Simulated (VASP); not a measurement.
# Zn (Im-3m) in VASP: a series of runs

Runs on Zn. Level: PBEsol. Tasks: single point, relaxation of cell and atoms.

Everything below comes from runs of VASP 6.6.1. Logs are shortened: lines on timing, memory, paths and dates and some standing lists are left out, and cuts for length are marked.

### 1 The cell of the first run

The structure is cubic, space group Im-3m (No. 229). The conventional cell has a = 2.962 Å, b = 2.962 Å, c = 2.962 Å, α = 90.00°, β = 90.00°, γ = 90.00°. Zn (site symmetry m-3m) has 14 Zn at 2.57 to 2.96 Å within 3.4 Å.

### 2 Single point, PBEsol

INCAR reads:

```
PREC = Accurate
ENCUT = 520
EDIFF = 1E-7
ISMEAR = -1
SIGMA = 0.05
LREAL = F
LASPH = T
NELM = 60
ALGO = Normal
ISIF = 2
LWAVE = F
LCHARG = F
GGA = PS
NBANDS = 12
```

KPOINTS reads:

```
Automatic mesh
0
Gamma
  12 12 12
```

POSCAR reads:

```
Zn
1.0
   -1.4810850759      1.4810850759      1.4810850759
    1.4810850759     -1.4810850759      1.4810850759
    1.4810850759      1.4810850759     -1.4810850759
Zn
1
Direct
    0.0000000000      0.0000000000      0.0000000000
```

Potentials or basis: VASP PAW PBE potentials, release 64 (Zn).

The run is started by

```bash
$ cat potpaw_PBE.64/Zn/POTCAR > POTCAR
$ mpirun -np 1 vasp_std > vasp.out
```

OUTCAR:

```text
PREC = Accurate
   ENCUT = 520
   EDIFF = 1E-7
   ISMEAR = -1
   LREAL = F
   LASPH = T
   NELM = 60
   ISIF = 2
   GGA = PS

 ion  position               nearest neighbor table
   1  0.000  0.000  0.000-

  LATTYP: Found a body centered cubic cell.
 ALAT       =     2.9621701518

  Lattice vectors:

 A1 = (  -1.4810850759,   1.4810850759,   1.4810850759)
 A2 = (   1.4810850759,  -1.4810850759,   1.4810850759)
 A3 = (   1.4810850759,   1.4810850759,  -1.4810850759)

Analysis of symmetry for initial positions (statically):
=====================================================================
 Subroutine PRICEL returns:
 Original cell was already a primitive cell.

 Routine SETGRP: Setting up the symmetry group for a
 body centered cubic supercell.

 Subroutine GETGRP returns: Found 48 space group operations
 (whereof 48 operations were pure point group operations)
 out of a pool of 48 trial point group operations.

The static configuration has the point symmetry O_h .

Analysis of symmetry for dynamics (positions and initial velocities):
=====================================================================
 Subroutine PRICEL returns:
 Original cell was already a primitive cell.

 Routine SETGRP: Setting up the symmetry group for a
 body centered cubic supercell.

 Subroutine GETGRP returns: Found 48 space group operations
 (whereof 48 operations were pure point group operations)
 out of a pool of 48 trial point group operations.

The dynamic configuration has the point symmetry O_h .

 Subroutine INISYM returns: Found 48 space group operations
 (whereof 48 operations are pure point group operations),
 and found     1 'primitive' translations

----------------------------------------------------------------------------------------

                                     Primitive cell

  volume of cell :      12.9957

  direct lattice vectors                    reciprocal lattice vectors
    -1.481085076  1.481085076  1.481085076     0.000000000  0.337590330  0.337590330
     1.481085076 -1.481085076  1.481085076     0.337590330  0.000000000  0.337590330
     1.481085076  1.481085076 -1.481085076     0.337590330  0.337590330  0.000000000

  length of vectors
     2.565314602  2.565314602  2.565314602     0.477424824  0.477424824  0.477424824

  position of ions in fractional coordinates (direct lattice)
     0.000000000  0.000000000  0.000000000

  ion indices of the primitive-cell ions
   primitive index   ion index
                 1           1

----------------------------------------------------------------------------------------

 KPOINTS: Automatic mesh

Automatic generation of k-mesh.
 Grid dimensions read from file:
 generate k-points for:   12   12   12

 Generating k-lattice:

  Cartesian coordinates                     Fractional coordinates (reciprocal lattice)
     0.000000000  0.028132528  0.028132528     0.083333333  0.000000000  0.000000000
     0.028132528  0.000000000  0.028132528     0.000000000  0.083333333  0.000000000
     0.028132528  0.028132528  0.000000000     0.000000000  0.000000000  0.083333333

  Length of vectors
     0.039785402  0.039785402  0.039785402

  Shift w.r.t. Gamma in fractional coordinates (k-lattice)
     0.000000000  0.000000000  0.000000000

 Subroutine IBZKPT returns following result:
 ===========================================

 Found     72 irreducible k-points:

 Following reciprocal coordinates:
            Coordinates               Weight
  0.000000  0.000000  0.000000      1.000000
  0.083333  0.000000  0.000000     12.000000
  0.166667  0.000000  0.000000     12.000000
  0.250000  0.000000  0.000000     12.000000
  0.333333  0.000000  0.000000     12.000000
  0.416667  0.000000  0.000000     12.000000
[... 16 lines left out ...]
  0.333333  0.083333  0.083333     24.000000
  0.416667  0.083333  0.083333     12.000000
 [... further k-points ...]
   k-points           NKPTS =     72   k-points in BZ     NKDIM =     72   number of bands    NBANDS=     12
   number of dos      NEDOS =    301   number of ions     NIONS =      1
   total plane-waves  NPLWV =   8000
   dimension x,y,z NGX =    20 NGY =   20 NGZ =   20
   dimension x,y,z NGXF=    40 NGYF=   40 NGZF=   40
   ions per type =               1
   NGX,Y,Z   is equivalent  to a cutoff of  12.96, 12.96, 12.96 a.u.
   NGXF,Y,Z  is equivalent  to a cutoff of  25.92, 25.92, 25.92 a.u.
 SYSTEM =  unknown system
   PREC   = accura    normal or accurate (medium, high low for compatibility)
   ISTART =      0    job   : 0-new  1-cont  2-samecut
   ICHARG =      2    charge: 1-file 2-atom 10-const
   ISPIN  =      1    spin polarized calculation?
   LNONCOLLINEAR =      F non collinear calculations
   LSORBIT =      F    spin-orbit coupling
   LASPH  =      T    aspherical Exc in radial PAW
   ENCUT  =  520.0 eV  38.22 Ry    6.18 a.u.   4.77  4.77  4.77*2*pi/ulx,y,z
   NELM   =     60;   NELMIN=  2; NELMDL= -5     # of ELM steps
   EDIFF  = 0.1E-06   stopping-criterion for ELM
   LREAL  =      F    real-space projection
   EDIFFG = 0.1E-05   stopping-criterion for IOM
   NSW    =      0    number of steps for IOM
   IBRION =     -1    ionic relax: 0-MD 1-quasi-New 2-CG
   NFREE  =      0    steps in history (QN), initial steepest desc. (CG)
   ISIF   =      2    stress and relaxation
   ISYM   =      2    0-nonsym 1-usesym 2-fastsym
   POTIM  = 0.5000    time-step for ionic-motion
   TEBEG  =    0.0;   TEEND  =   0.0 temperature during run
   PSTRESS=    0.0 pullay stress
   NELECT =      12.0000    total number of electrons
   NUPDOWN=      -1.0000    fix difference up-down
   EMIN   =  10.00;   EMAX   =-10.00  energy-range for DOS
   EFERMI =   0.00;   METHOD = LEGACY
   ISMEAR =    -1;   SIGMA  =   0.05  broadening in eV -4-tet -1-fermi 0-gaus
   EFERMI_NEDOS =   21; number of points for ismear=-14 and -15
   IALGO  =     38    algorithm
   IMIX   =      4    mixing-type and parameters
     AMIX     =   0.40;   BMIX     =  1.00
     AMIX_MAG =   1.60;   BMIX_MAG =  1.00
  volume/ion in A,a.u.               =      13.00        87.70
  Fermi-wavevector in a.u.,A,eV,Ry     =   1.594172  3.012549 34.577644  2.541385
  Thomas-Fermi vector in A             =   2.692288
   LORBIT       =      0    0 simple, 1 ext, 2 COOP (PROOUT), +10 PAW based schemes
   GGA     = PS    functional components
   LHFCALC =     F    Hartree Fock is set to
   AEXX    =    0.0000 exact exchange contribution
   IVDW    =     0    specifies the selected vdW correction
   LEPSILON=     F    determine dielectric tensor
   LRPA    =     F    only Hartree local field effects (RPA)
 non-spin polarized calculation
  energy-cutoff  :      520.00
  volume of cell :       13.00
 maximum number of plane-waves:       370
   NGX =  9   NGY =  9   NGZ =  9

 number of electron      12.0000017 magnetization

 Free energy of the ion-electron system (eV)
  ---------------------------------------------------
  ext. energy  EPLUGINS =         0.00000000
  ---------------------------------------------------
  free energy    TOTEN  =        -1.44804305 eV

  energy without entropy =       -1.44455354  energy(sigma->0) =       -1.44629830

 E-fermi :   4.4332     XC(G=0): -12.5680

 val. band max:        4.1558944073   @ k =   0.5000   0.5000   0.1667
 cond. band min:       4.4556948975   @ k =   0.4167   0.0833   0.0000
 fundamental gap:      0.2998004902
 Fermi energy:         4.4332111765

 k-point     1 :       0.0000    0.0000    0.0000
  band No.  band energies     occupation
      1      -7.5860      2.00000
      2      -4.0239      2.00000
      3      -4.0239      2.00000
      4      -4.0239      2.00000
      5      -3.3451      2.00000
      6      -3.3451      2.00000
      7      26.2596      0.00000
      8      26.2596      0.00000
      9      26.2596      0.00000
     10      26.5406      0.00000
     11      26.5406      0.00000
     12      26.5406      0.00000

 k-point     2 :       0.0833    0.0000    0.0000
  band No.  band energies     occupation
      1      -7.3393      2.00000
      2      -4.0527      2.00000
      3      -4.0193      2.00000
      4      -3.9550      2.00000
      5      -3.3718      2.00000
      6      -3.3432      2.00000
      7      22.4682      0.00000
      8      24.4173      0.00000
      9      24.6196      0.00000
     10      25.3251      0.00000
     11      25.8064      0.00000
     12      26.7281      0.00000

 k-point     3 :       0.1667    0.0000    0.0000
  band No.  band energies     occupation
      1      -6.6277      2.00000
      2      -4.1309      2.00000
      3      -3.9982      2.00000
      4      -3.7623      2.00000
      5      -3.4226      2.00000
      6      -3.3368      2.00000
      7      17.7388      0.00000
      8      22.0115      0.00000
      9      22.4118      0.00000
     10      23.7746      0.00000
     11      24.8660      0.00000
     12      27.5901      0.00000

 k-point     4 :       0.2500    0.0000    0.0000
  band No.  band energies     occupation
      1      -5.6314      2.00000
      2      -4.2369      2.00000
      3      -3.8169      2.00000
      4      -3.4876      2.00000
      5      -3.4434      2.00000
      6      -3.3258      2.00000
      7      13.3123      0.00000
      8      19.9494      0.00000
      9      20.5841      0.00000
     10      22.5581      0.00000
     11      24.0997      0.00000
     12      29.0045      0.00000

 k-point     5 :       0.3333    0.0000    0.0000
  band No.  band energies     occupation
      1      -5.0353      2.00000
      2      -4.3420      2.00000
      3      -3.4232      2.00000
      4      -3.3119      2.00000
      5      -3.1977      2.00000
      6      -2.7916      2.00000
      7       9.2834      0.00000
      8      18.3694      0.00000
      9      19.2341      0.00000
     10      21.7081      0.00000
     11      23.5887      0.00000
     12      30.9306      0.00000

 k-point     6 :       0.4167    0.0000    0.0000
  band No.  band energies     occupation
      1      -4.9652      2.00000
      2      -4.4184      2.00000
      3      -3.3926      2.00000
      4      -3.2999      2.00000
      5      -2.9748      2.00000
      6      -0.8189      2.00000
      7       5.7582      0.00000
      8      17.3690      0.00000
      9      18.4059      0.00000
     10      21.2088      0.00000
     11      23.3092      0.00000
     12      33.3054      0.00000

 k-point     7 :       0.5000    0.0000    0.0000
  band No.  band energies     occupation
      1      -4.9755      2.00000
      2      -4.4462      2.00000
      3      -3.3792      2.00000
      4      -3.2951      2.00000
      5      -2.8906      2.00000
      6       0.8403      2.00000
      7       3.6088      2.00000
      8      17.0254      0.00000
      9      18.1267      0.00000
     10      21.0444      0.00000
     11      23.2219      0.00000
     12      34.6067      0.00000

 k-point     8 :       0.0833    0.0833    0.0000
  band No.  band energies     occupation
      1      -6.8583      2.00000
      2      -4.0826      2.00000
      3      -4.0497      2.00000
      4      -3.8064      2.00000
      5      -3.4167      2.00000
      6      -3.3327      2.00000
      7      20.1286      0.00000
      8      20.2928      0.00000
      9      22.6512      0.00000
     10      25.4784      0.00000
     11      26.1223      0.00000
     12      27.3211      0.00000
[... 166 lines left out ...]
 k-point    20 :       0.0833    0.0833    0.0833
  band No.  band energies     occupation
      1      -6.1794      2.00000
      2      -4.1432      2.00000
      3      -4.1432      2.00000
      4      -3.5140      2.00000
      5      -3.3794      2.00000
      6      -3.3794      2.00000
      7      18.0891      0.00000
      8      18.0891      0.00000
      9      18.2041      0.00000
     10      27.9652      0.00000
     11      28.3218      0.00000
     12      28.3218      0.00000

 k-point    21 :       0.1667    0.0833    0.0833
  band No.  band energies     occupation
      1      -5.2482      2.00000
      2      -4.2547      2.00000
      3      -4.1405      2.00000
      4      -3.4040      2.00000
      5      -3.3426      2.00000
      6      -3.0089      2.00000
      7      13.7355      0.00000
      8      16.4092      0.00000
      9      16.4760      0.00000
     10      27.4394      0.00000
     11      28.2251      0.00000
     12      29.6163      0.00000

 k-point    22 :       0.2500    0.0833    0.0833
  band No.  band energies     occupation
      1      -4.7694      2.00000
      2      -4.3547      2.00000
      3      -3.7778      2.00000
      4      -3.3919      2.00000
      5      -3.3148      2.00000
      6      -1.9483      2.00000
      7       9.7188      0.00000
      8      15.0873      0.00000
      9      15.3057      0.00000
     10      26.4527      0.00000
     11      27.6413      0.00000
     12      31.5169      0.00000

 k-point    23 :       0.3333    0.0833    0.0833
  band No.  band energies     occupation
      1      -4.7714      2.00000
      2      -4.4228      2.00000
      3      -3.3883      2.00000
      4      -3.3667      2.00000
      5      -3.2979      2.00000
      6      -0.0566      2.00000
      7       6.1773      0.00000
      8      14.2571      0.00000
      9      14.5942      0.00000
     10      25.8354      0.00000
     11      27.2586      0.00000
     12      33.8867      0.00000

 k-point    24 :       0.4167    0.0833    0.0833
  band No.  band energies     occupation
      1      -4.7968      2.00000
      2      -4.4469      2.00000
      3      -3.3557      2.00000
      4      -3.2921      2.00000
      5      -3.2620      2.00000
      6       1.7146      2.00000
      7       3.8877      1.99996
      8      13.9727      0.00000
      9      14.3553      0.00000
     10      25.6286      0.00000
     11      27.1304      0.00000
     12      35.1172      0.00000

 [... further k-points ...]
[... 5 lines left out ...]
  --------------------------------------------------------------------------------------
  -------------------------------------------------------------------------------------
  Total        0.8608259      0.8608259      0.8608259      0.0000000     -0.0000000     -0.0000000
  in kB      106.1270038    106.1270038    106.1270038      0.0000000     -0.0000000     -0.0000000
  external PRESSURE =     106.1270038 kB  Pullay stress =       0.0000000 kB

 VOLUME and BASIS-vectors are now :
 -----------------------------------------------------------------------------
  energy-cutoff  :      520.00
  volume of cell :       13.00
      direct lattice vectors                 reciprocal lattice vectors
    -1.481085076  1.481085076  1.481085076     0.000000000  0.337590330  0.337590330
     1.481085076 -1.481085076  1.481085076     0.337590330  0.000000000  0.337590330
     1.481085076  1.481085076 -1.481085076     0.337590330  0.337590330  0.000000000

 POSITION                                       TOTAL-FORCE (eV/Angst)
 -----------------------------------------------------------------------------------
      0.00000      0.00000      0.00000         0.000000      0.000000      0.000000
 -----------------------------------------------------------------------------------
    total drift:                                0.000000      0.000000      0.000000

  FREE ENERGIE OF THE ION-ELECTRON SYSTEM (eV)
  ---------------------------------------------------
  free  energy   TOTEN  =        -1.4480430533 eV

  energy  without entropy=       -1.4445535376  energy(sigma->0) =       -1.44629830
```

Wall time 4.1 s (1 thread of Intel Xeon 6975P-C (Granite Rapids), shared host); peak memory 0.12 GiB.

What came out:

```yaml
Free_energy: -1.4480 eV
Pressure: 10.6 GPa
Band_gap_on_the_k_mesh: zero (band 6 reaches 8.73 eV, above the bottom of band 7 at 3.61 eV)
```

Caveat: the PAW data sets were made with another functional, which shifts forces and pressure a little.

[end of part 1 of 3]
